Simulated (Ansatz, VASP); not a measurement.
# SnO2: VASP beside Ansatz

```
Sn O
1.0
     4.73800    0.00000    0.00000
     0.00000    4.73800    0.00000
     0.00000    0.00000    3.18650
Sn O
2 4
Cartesian
  0.0000 0.0000 0.0000
  2.3690 2.3690 1.5933
  1.4550 1.4550 0.0000
  0.9140 3.8240 1.5933
  3.2830 3.2830 0.0000
  3.8240 0.9140 1.5933
```

Alike in both runs: task single point; functional PBEsol; k mesh 6 × 6 × 8; occupations methfessel-paxton of order 1, width 0.05 eV; no spin polarisation.

|  | VASP | Ansatz |
| --- | --- | --- |
| version | VASP 6.6.1 | Ansatz 0.2.0 |
| potentials or method | VASP PAW PBE potentials, release 64 (Sn_d, O) | plane waves, PAW |
| plane-wave cutoff (eV) | 520 | 420 |
| valence electrons in the cell | 52 | 52 |

```tsv
	VASP	Ansatz	Ansatz less VASP
pressure (GPa)	5.4	4.7	-0.68
traceless stress, the component that is largest in VASP (GPa)	1.53	1.28	-0.248
```

VASP's potentials were made for PBE, not for PBEsol.
